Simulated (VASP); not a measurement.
# Be24N in VASP: relaxation of the atoms with PBE

Aim: the relaxation of the atoms of Be24N with PBE.

Everything below comes from runs of VASP 6.6.1. Logs are shortened: lines on timing, memory, paths and dates and some standing lists are left out, and cuts for length are marked.

## 1. The cell of the first run

The cell holds a slab with vacuum, 25 atoms: a = 4.525 Å, b = 7.134 Å, c = 19.869 Å, α = 90.00°, β = 90.00°, γ = 90.00°.

## 2. Relaxation of the atoms, PBE

Contents of INCAR:

```
SYSTEM = Be24N
PREC = Accurate ; ENCUT = 520
EDIFF = 1E-6 ; ISMEAR = 0
SIGMA = 0.1 ; LREAL = Auto
LASPH = .True. ; NELM = 60
ALGO = Normal ; ISIF = 2
LWAVE = .False. ; LCHARG = .False.
LDIPOL = .True. ; IDIPOL = 3
DIPOL = 0.5 0.5 0.319 ; GGA = PE
IBRION = 2 ; NSW = 36
EDIFFG = -0.025 ; KPAR = 4
```

Contents of KPOINTS:

```
Automatic mesh
0
Gamma
  6 4 1
  0 0 0
```

Contents of POSCAR:

```
Be24N
1.0
    4.5254381414      0.0000000000      0.0000000000
    0.0000000000      7.1336190818      0.0000000000
    0.0000000000      0.0000000000     19.8685529820
Be N
24 1
Selective dynamics
Direct
    0.0000000000      0.3750000000      0.2013231665  F F F
    0.0000000000      0.8750000000      0.2013231665  F F F
    0.5000000000      0.3750000000      0.2013231665  F F F
    0.5000000000      0.8750000000      0.2013231665  F F F
    0.2500000000      0.1250000000      0.2341987732  F F F
    0.2500000000      0.6250000000      0.2341987732  F F F
    0.7500000000      0.1250000000      0.2341987732  F F F
    0.7500000000      0.6250000000      0.2341987732  F F F
    0.2500000000      0.3750000000      0.2999499864  F F F
    0.2500000000      0.8750000000      0.2999499864  F F F
    0.7500000000      0.3750000000      0.2999499864  F F F
    0.7500000000      0.8750000000      0.2999499864  F F F
    0.0000000000      0.1250000000      0.3268353587  F F F
    0.0000000000      0.6250000000      0.3268353587  F F F
    0.5000000000      0.1250000000      0.3268353587  F F F
    0.5000000000      0.6250000000      0.3268353587  F F F
    0.0000000000      0.3750000000      0.3993099160  F F F
    0.0000000000      0.8750000000      0.3993099160  F F F
    0.5000000000      0.3750000000      0.3993099160  F F F
    0.5000000000      0.8750000000      0.3993099160  F F F
    0.2500000000      0.1250000000      0.4211958963  F F F
    0.2500000000      0.6250000000      0.4211958963  F F F
    0.7500000000      0.1250000000      0.4211958963  F F F
    0.7500000000      0.6250000000      0.4211958963  F F F
    0.2500000000      0.3750000000      0.4473650266  F F T
```

Potentials or basis: VASP PAW PBE potentials, release 64 (Be, N).

On the command line:

```console
$ cat potpaw_PBE.64/Be/POTCAR potpaw_PBE.64/N/POTCAR > POTCAR
$ mpirun -np 4 vasp_std > vasp.out
```

OUTCAR:

```text
SYSTEM = Be24N
   PREC = Accurate
   ENCUT = 520
   EDIFF = 1E-6
   ISMEAR = 0
   LREAL = Auto
   LASPH = .True.
   NELM = 60
   ISIF = 2
   GGA = PE
   IBRION = 2
   NSW = 36
   EDIFFG = -0.025

 ion  position               nearest neighbor table
   1  0.000  0.375  0.201-   5 2.21   6 2.21   7 2.21   8 2.21   9 2.26  11 2.26   3 2.26   3 2.26

   2  0.000  0.875  0.201-   5 2.21   6 2.21   7 2.21   8 2.21  10 2.26  12 2.26   4 2.26   4 2.26

   3  0.500  0.375  0.201-   5 2.21   6 2.21   7 2.21   8 2.21   9 2.26  11 2.26   1 2.26   1 2.26
[... 28 lines left out ...]
                             9 2.28  14 2.29  13 2.29
  18  0.000  0.875  0.399-  21 2.16  22 2.16  23 2.16  24 2.16  20 2.26  20 2.26  10 2.28  12 2.28
                            13 2.29  14 2.29
  19  0.500  0.375  0.399-  25 1.48  22 2.16  23 2.16  24 2.16  21 2.16  17 2.26  17 2.26  11 2.28
                             9 2.28  16 2.29  15 2.29
  20  0.500  0.875  0.399-  21 2.16  22 2.16  23 2.16  24 2.16  18 2.26  18 2.26  10 2.28  12 2.28
                            15 2.29  16 2.29
  21  0.250  0.125  0.421-  25 1.86  18 2.16  19 2.16  20 2.16  17 2.16  15 2.19  13 2.19  23 2.26
                            23 2.26
  22  0.250  0.625  0.421-  25 1.86  18 2.16  19 2.16  20 2.16  17 2.16  16 2.19  14 2.19  24 2.26
                            24 2.26
  23  0.750  0.125  0.421-  17 2.16  18 2.16  19 2.16  20 2.16  13 2.19  15 2.19  21 2.26  21 2.26

  24  0.750  0.625  0.421-  17 2.16  18 2.16  19 2.16  20 2.16  14 2.19  16 2.19  22 2.26  22 2.26

  25  0.250  0.375  0.447-  17 1.48  19 1.48  21 1.86  22 1.86

  LATTYP: Found a simple orthorhombic cell.
 ALAT       =     4.5254381414
 B/A-ratio  =     1.5763377730
 C/A-ratio  =     4.3904153280

  Lattice vectors:

 A1 = (   4.5254381414,   0.0000000000,   0.0000000000)
 A2 = (   0.0000000000,   7.1336190818,   0.0000000000)
 A3 = (   0.0000000000,   0.0000000000,  19.8685529820)

Analysis of symmetry for initial positions (statically):
=====================================================================
 Subroutine PRICEL returns:
 Original cell was already a primitive cell.

 Routine SETGRP: Setting up the symmetry group for a
 simple orthorhombic supercell.

 Subroutine GETGRP returns: Found  4 space group operations
 (whereof  1 operations were pure point group operations)
 out of a pool of  8 trial point group operations.

The static configuration has the point symmetry C_1 .
 The point group associated with its full space group is C_2v.

Analysis of symmetry for dynamics (positions and initial velocities):
=====================================================================
 Subroutine PRICEL returns:
 Original cell was already a primitive cell.

 Routine SETGRP: Setting up the symmetry group for a
 simple orthorhombic supercell.

 Subroutine GETGRP returns: Found  4 space group operations
 (whereof  1 operations were pure point group operations)
 out of a pool of  8 trial point group operations.

The dynamic configuration has the point symmetry C_1 .
 The point group associated with its full space group is C_2v.

Analysis of constrained symmetry for selective dynamics:
=====================================================================
 Subroutine PRICEL returns:
 Original cell was already a primitive cell.

 Routine SETGRP: Setting up the symmetry group for a
 simple orthorhombic supercell.

 Subroutine GETGRP returns: Found  4 space group operations
 (whereof  1 operations were pure point group operations)
 out of a pool of  8 trial point group operations.

The constrained configuration has the point symmetry C_1 .
 The point group associated with its full space group is C_2v.

 Subroutine INISYM returns: Found  4 space group operations
 (whereof  1 operations are pure point group operations),
 and found     1 'primitive' translations

----------------------------------------------------------------------------------------

                                     Primitive cell

  volume of cell :     641.4116

  direct lattice vectors                    reciprocal lattice vectors
     4.525438141  0.000000000  0.000000000     0.220973079  0.000000000  0.000000000
     0.000000000  7.133619082  0.000000000     0.000000000  0.140181300  0.000000000
     0.000000000  0.000000000 19.868552982     0.000000000  0.000000000  0.050330792

  length of vectors
[... 78 lines left out ...]
 Subroutine IBZKPT returns following result:
 ===========================================

 Found     12 irreducible k-points:

 Following reciprocal coordinates:
            Coordinates               Weight
  0.000000  0.000000  0.000000      1.000000
  0.166667  0.000000  0.000000      2.000000
  0.333333  0.000000  0.000000      2.000000
  0.500000  0.000000  0.000000      1.000000
  0.000000  0.250000  0.000000      2.000000
  0.166667  0.250000  0.000000      4.000000
  0.333333  0.250000  0.000000      4.000000
  0.500000  0.250000  0.000000      2.000000
  0.000000  0.500000  0.000000      1.000000
  0.166667  0.500000  0.000000      2.000000
  0.333333  0.500000  0.000000      2.000000
  0.500000  0.500000  0.000000      1.000000
   k-points           NKPTS =     12   k-points in BZ     NKDIM =     12   number of bands    NBANDS=     39
   number of dos      NEDOS =    301   number of ions     NIONS =     25
   total plane-waves  NPLWV = 291600
   dimension x,y,z NGX =    36 NGY =   54 NGZ =  150
   dimension x,y,z NGXF=    72 NGYF=  108 NGZF=  300
   ions per type =              24   1
   NGX,Y,Z   is equivalent  to a cutoff of  13.22, 12.58, 12.55 a.u.
   NGXF,Y,Z  is equivalent  to a cutoff of  26.45, 25.17, 25.10 a.u.
 SYSTEM =  Be24N
   PREC   = accura    normal or accurate (medium, high low for compatibility)
   ISTART =      0    job   : 0-new  1-cont  2-samecut
   ICHARG =      2    charge: 1-file 2-atom 10-const
   ISPIN  =      1    spin polarized calculation?
   LNONCOLLINEAR =      F non collinear calculations
   LSORBIT =      F    spin-orbit coupling
   LASPH  =      T    aspherical Exc in radial PAW
   ENCUT  =  520.0 eV  38.22 Ry    6.18 a.u.   8.41 13.26 36.94*2*pi/ulx,y,z
   NELM   =     60;   NELMIN=  2; NELMDL= -5     # of ELM steps
   EDIFF  = 0.1E-05   stopping-criterion for ELM
   LREAL  =      T    real-space projection
   EDIFFG = -.3E-01   stopping-criterion for IOM
   NSW    =     36    number of steps for IOM
   IBRION =      2    ionic relax: 0-MD 1-quasi-New 2-CG
   NFREE  =      1    steps in history (QN), initial steepest desc. (CG)
   ISIF   =      2    stress and relaxation
   ISYM   =      2    0-nonsym 1-usesym 2-fastsym
   POTIM  = 0.5000    time-step for ionic-motion
   TEBEG  =    0.0;   TEEND  =   0.0 temperature during run
   PSTRESS=    0.0 pullay stress
   NELECT =      53.0000    total number of electrons
   NUPDOWN=      -1.0000    fix difference up-down
   EMIN   =  10.00;   EMAX   =-10.00  energy-range for DOS
   EFERMI =   0.00;   METHOD = LEGACY
   ISMEAR =     0;   SIGMA  =   0.10  broadening in eV -4-tet -1-fermi 0-gaus
   EFERMI_NEDOS =   21; number of points for ismear=-14 and -15
   IALGO  =     38    algorithm
   IMIX   =      4    mixing-type and parameters
     AMIX     =   0.40;   BMIX     =  1.00
     AMIX_MAG =   1.60;   BMIX_MAG =  1.00
  volume/ion in A,a.u.               =      25.66       173.14
  Fermi-wavevector in a.u.,A,eV,Ry     =   0.713052  1.347473  6.917789  0.508443
  Thomas-Fermi vector in A             =   1.800589
   LORBIT       =      0    0 simple, 1 ext, 2 COOP (PROOUT), +10 PAW based schemes
   GGA     = PE    functional components
   LHFCALC =     F    Hartree Fock is set to
   AEXX    =    0.0000 exact exchange contribution
   IVDW    =     0    specifies the selected vdW correction
   LEPSILON=     F    determine dielectric tensor
   LRPA    =     F    only Hartree local field effects (RPA)
 conjugate gradient relaxation of ions
 non-spin polarized calculation
 Gauss-broadening in eV      SIGMA  =   0.10
  energy-cutoff  :      520.00
  volume of cell :      641.41
 maximum number of plane-waves:     17327
 NGX is ok and might be reduce to    36
   NGX = 17   NGY = 27   NGZ = 73

 dipolmoment           0.000000      0.000000     -0.145809 electrons x Angstroem

--------------------------------------- Ionic step        1  -------------------------------------------

 number of electron      53.0000002 magnetization

 Free energy of the ion-electron system (eV)
  ---------------------------------------------------
  ext. energy  EPLUGINS =         0.00000000
  ---------------------------------------------------
  free energy    TOTEN  =       -91.16260117 eV

  energy without entropy =      -91.12818250  energy(sigma->0) =      -91.14539183

------------------------ aborting loop because EDIFF is reached ----------------------------------------

  FORCE on cell =-STRESS in cart. coord.  units (eV):
  Direction    XX          YY          ZZ          XY          YZ          ZX
  --------------------------------------------------------------------------------------
  -------------------------------------------------------------------------------------
  Total        8.6598931     -9.3492636      6.0094757      0.0000000      0.0000000      0.0000000
  in kB       21.6314846    -23.3534582     15.0110259      0.0000000      0.0000000      0.0000000
  external PRESSURE =       4.4296841 kB  Pullay stress =       0.0000000 kB
[... 105 lines left out ...]
--------------------------------------- Ionic step        3  -------------------------------------------

 number of electron      53.0000001 magnetization

 dipolmoment           0.000000      0.000000      0.151387 electrons x Angstroem

 Free energy of the ion-electron system (eV)
  ---------------------------------------------------
  ext. energy  EPLUGINS =         0.00000000
  ---------------------------------------------------
  free energy    TOTEN  =       -91.49050219 eV

  energy without entropy =      -91.45204009  energy(sigma->0) =      -91.47127114

 E-fermi :  -1.2751     XC(G=0):  -4.1781

 val. band max:       -1.2837005268   @ k =   0.3333   0.2500   0.0000
 cond. band min:      -1.2673844030   @ k =   0.3333   0.0000   0.0000
 fundamental gap:      0.0163161238
 Fermi energy:        -1.2750580395

 k-point     1 :       0.0000    0.0000    0.0000
  band No.  band energies     occupation
      1     -15.7739      2.00000
      2     -11.5165      2.00000
      3      -9.5744      2.00000
      4      -9.4655      2.00000
      5      -9.2491      2.00000
      6      -7.7168      2.00000
[... 481 lines left out ...]
     37       3.1472      0.00000
     38       3.1668      0.00000
 [bands above 38 left out]

------------------------ aborting loop because EDIFF is reached ----------------------------------------

 vacuum level on the upper side and lower side of the slab       (xc-potential included)         0.407        -0.443

  FORCE on cell =-STRESS in cart. coord.  units (eV):
  Direction    XX          YY          ZZ          XY          YZ          ZX
  --------------------------------------------------------------------------------------
  -------------------------------------------------------------------------------------
  Total        3.2985603     -9.6182116      1.9671450      0.0000000      0.0000000      0.0000000
  in kB        8.2394501    -24.0252614      4.9137174      0.0000000      0.0000000      0.0000000
  external PRESSURE =      -3.6240313 kB  Pullay stress =       0.0000000 kB
[... 40 lines left out ...]
  FREE ENERGIE OF THE ION-ELECTRON SYSTEM (eV)
  ---------------------------------------------------
  free  energy   TOTEN  =       -91.4905021863 eV

  energy  without entropy=      -91.4520400942  energy(sigma->0) =      -91.47127114

 reached required accuracy - stopping structural energy minimisation

 vacuum level on the upper side and lower side of the slab         3.945         3.096
```

Wall time 7.3 min (4 MPI ranks of Intel Xeon Platinum 8259CL at 2.50GHz (Skylake/Cascade Lake), shared host); peak memory 0.79 GiB.

Results:

- Free energy: -91.4905 eV
- Energy gained by relaxing: 13.1 meV/atom
- Ionic steps: 3
- Band gap on the k mesh: zero (an odd number of electrons rules out a gap without spin polarisation)

Step by step:
| step | energy change (eV) | largest force on free atoms (eV/Å) | pressure (GPa) |
| --- | --- | --- | --- |
| 1 | 0.0000 | 3.6503 | 0.44 |
| 2 | -0.3267 | 0.1985 | -0.32 |
| 3 | -0.3279 | 0.0050 | -0.36 |

Final structure:
```yaml
crystal:
  lattice:
    - [4.52544, 0.00000, 0.00000]
    - [0.00000, 7.13362, 0.00000]
    - [0.00000, 0.00000, 19.86855]
  atoms:
    - { symbol: Be, position: [0.00000, 0.37500, 0.20132] }
    - { symbol: Be, position: [0.00000, 0.87500, 0.20132] }
    - { symbol: Be, position: [0.50000, 0.37500, 0.20132] }
    - { symbol: Be, position: [0.50000, 0.87500, 0.20132] }
    - { symbol: Be, position: [0.25000, 0.12500, 0.23420] }
    - { symbol: Be, position: [0.25000, 0.62500, 0.23420] }
    - { symbol: Be, position: [0.75000, 0.12500, 0.23420] }
    - { symbol: Be, position: [0.75000, 0.62500, 0.23420] }
    - { symbol: Be, position: [0.25000, 0.37500, 0.29995] }
    - { symbol: Be, position: [0.25000, 0.87500, 0.29995] }
    - { symbol: Be, position: [0.75000, 0.37500, 0.29995] }
    - { symbol: Be, position: [0.75000, 0.87500, 0.29995] }
    - { symbol: Be, position: [0.00000, 0.12500, 0.32684] }
    - { symbol: Be, position: [0.00000, 0.62500, 0.32684] }
    - { symbol: Be, position: [0.50000, 0.12500, 0.32684] }
    - { symbol: Be, position: [0.50000, 0.62500, 0.32684] }
    - { symbol: Be, position: [0.00000, 0.37500, 0.39931] }
    - { symbol: Be, position: [0.00000, 0.87500, 0.39931] }
    - { symbol: Be, position: [0.50000, 0.37500, 0.39931] }
    - { symbol: Be, position: [0.50000, 0.87500, 0.39931] }
    - { symbol: Be, position: [0.25000, 0.12500, 0.42120] }
    - { symbol: Be, position: [0.25000, 0.62500, 0.42120] }
    - { symbol: Be, position: [0.75000, 0.12500, 0.42120] }
    - { symbol: Be, position: [0.75000, 0.62500, 0.42120] }
    - { symbol: N, position: [0.25000, 0.37500, 0.45681] }
```
